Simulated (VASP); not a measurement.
Wanted: the native input for a VASP 6.6.1 run.

```
Task                   : single point
Functional             : PBE
Potentials or basis    : VASP PAW PBE potentials, release 64 (Co, W_sv)
Cutoff                 : 520 eV
k mesh                 : 6 × 6 × 4
Occupations            : gaussian, width 0.1 eV
Spin                   : collinear spin, ferromagnetic start
Starting moments       : [3.0, 3.0, 0.0, 0.0, 0.0, 0.0] μB
Dipole correction      : no
Further INCAR settings : ALGO = Fast; EDIFF = 1e-07; NBANDS = 50
```

The structure of CoW2 lies in POSCAR:

```
CoW2
1.0
    4.1302683300     -2.3846115300      0.0000000000
    4.1302683300      2.3846115300      0.0000000000
    0.0000000000      0.0000000000      4.5810545000
Co W
2 4
Direct
    0.8333333300      0.1666666700      0.7500000000
    0.1666666700      0.8333333300      0.2500000000
    0.1666666700      0.5000000000      0.7500000000
    0.5000000000      0.8333333300      0.7500000000
    0.5000000000      0.1666666700      0.2500000000
    0.8333333300      0.5000000000      0.2500000000
```

These files were run (other wordings do the same):

INCAR

```
SYSTEM = CoW2
PREC = Accurate ; ENCUT = 520
EDIFF = 1E-7 ; ISMEAR = 0
SIGMA = 0.1 ; LREAL = .False.
LASPH = .True. ; NELM = 150
ALGO = Fast ; ISIF = 2
LWAVE = .False. ; LCHARG = .False.
ISPIN = 2 ; MAGMOM = 3 3 0 0 0 0
LORBIT = 11 ; LMAXMIX = 4
GGA = PE ; NBANDS = 50
```

KPOINTS

```
regular mesh
0
Gamma
  6 6 4
  0 0 0
```

Potentials or basis: VASP PAW PBE potentials, release 64 (Co, W_sv).

Command:

```bash
$ cat potpaw_PBE.64/Co/POTCAR potpaw_PBE.64/W_sv/POTCAR > POTCAR
$ mpirun -np 1 vasp_std > vasp.out
```

Results of the run:

```json
{
 "Pressure": "-8.4 GPa",
 "Largest force": "0.667 eV/Å",
 "Net moment": "1.31 μB per cell",
 "Site moments": "Co +0.61; W +0.03 μB",
 "Valence electrons inside the program's atomic spheres": "Co 8.19; W 12.02"
}
```

Caveat: the stress differs along the axes, from -12 to -4 GPa.

Wall time 15 min on 1 thread of Intel(R) Xeon(R) Platinum 8259CL CPU @ 2.50GHz (Skylake/Cascade Lake) (shared host), peak memory 0.41 GiB.
